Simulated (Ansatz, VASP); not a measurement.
**Hf in VASP and in Ansatz**

INCAR

```
SYSTEM = Hf
  PREC = Accurate
  ENCUT = 520
  EDIFF = 1E-7
  ISMEAR = -1
  SIGMA = 0.05
  LREAL = .False.
  LASPH = .True.
  NELM = 80
  ALGO = Normal
  ISIF = 2
  LWAVE = .False.
  LCHARG = .False.
  GGA = CA
  NBANDS = 11
```

The input KPOINTS:

```
regular mesh
0
Gamma
  10 10 10
  0 0 0
```

POSCAR

```
Hf
1.0
   -1.8287527239      1.8287527239      1.8287527239
    1.8287527239     -1.8287527239      1.8287527239
    1.8287527239      1.8287527239     -1.8287527239
Hf
1
Direct
    0.0000000000      0.0000000000      0.0000000000
```

The input input.yaml:

```yaml
crystal:
  lattice:
    - [-1.8287527239, 1.8287527239, 1.8287527239]
    - [1.8287527239, -1.8287527239, 1.8287527239]
    - [1.8287527239, 1.8287527239, -1.8287527239]
  atoms:
    - { symbol: Hf, position: [0.0, 0.0, 0.0] }
hamiltonian:
  xc: lda
  pseudopotentials: { kind: paw }
kpoints:
  mp_grid: { grid: [10, 10, 10] }
scf:
  occupations: { method: fermi_dirac, width: 0.05 }
output:
  forces: true
  stress: true
  eigenvalues: true
```

Alike in both runs: task single point; functional LDA; k mesh 10 × 10 × 10; occupations fermi-dirac, width 0.05 eV; no spin polarisation.

|  | VASP | Ansatz |
| --- | --- | --- |
| version | VASP 6.6.1 | Ansatz 0.2.0 |
| potentials or method | VASP PAW LDA potentials, release 64 (Hf_pv) | Ansatz PAW |
| plane-wave cutoff (eV) | 520 | 420 |
| valence electrons in the cell | 10 | 26 |

```tsv
	VASP	Ansatz	Ansatz less VASP
gap on the k mesh at the Fermi level (eV)	none	none	-
pressure (GPa)	-15.1	-15.1	+0.03
```

LDA's correlation is that of Perdew and Zunger in VASP and of Perdew and Wang (1992) in Ansatz. A gap of «none» marks a metal or a gap that the smearing closes. VASP's potentials hold 10 valence electrons a cell and Ansatz's 26, so a difference there can come from the potentials and not from the codes.

Spin-orbit coupling is off throughout.
